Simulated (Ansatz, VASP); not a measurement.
**One calculation of In, two programs**

```xyz
1
Lattice="-1.6947 1.6947 2.2974 1.6947 -1.6947 2.2974 1.6947 1.6947 -2.2974" Properties=species:S:1:pos:R:3 pbc="T T T"
In    0.0000    0.0000    0.0000
```

Alike in both runs: task single point; functional PBEsol; k mesh 8 × 8 × 8; occupations gaussian, width 0.1 eV; no spin polarisation.

|  | VASP | Ansatz |
| --- | --- | --- |
| version | VASP 6.6.1 | Ansatz 0.2.0 |
| potentials or method | VASP PAW PBE potentials, release 64 (In_d), cutoff 500 eV | scalar-relativistic, plane waves, PAW |
| valence electrons in the cell | 13 | 13 |

|  | VASP | Ansatz | Ansatz less VASP |
| --- | --- | --- | --- |
| gap on the k mesh at the Fermi level (eV) | none | none | - |
| pressure (GPa) | -1.2 | -1.2 | +0.02 |
| traceless stress, the component that is largest in VASP (GPa) | -1.89 | -1.88 | +0.002 |

VASP's potentials were made for PBE, not for PBEsol. A gap of «none» marks a metal or a gap that the smearing closes.
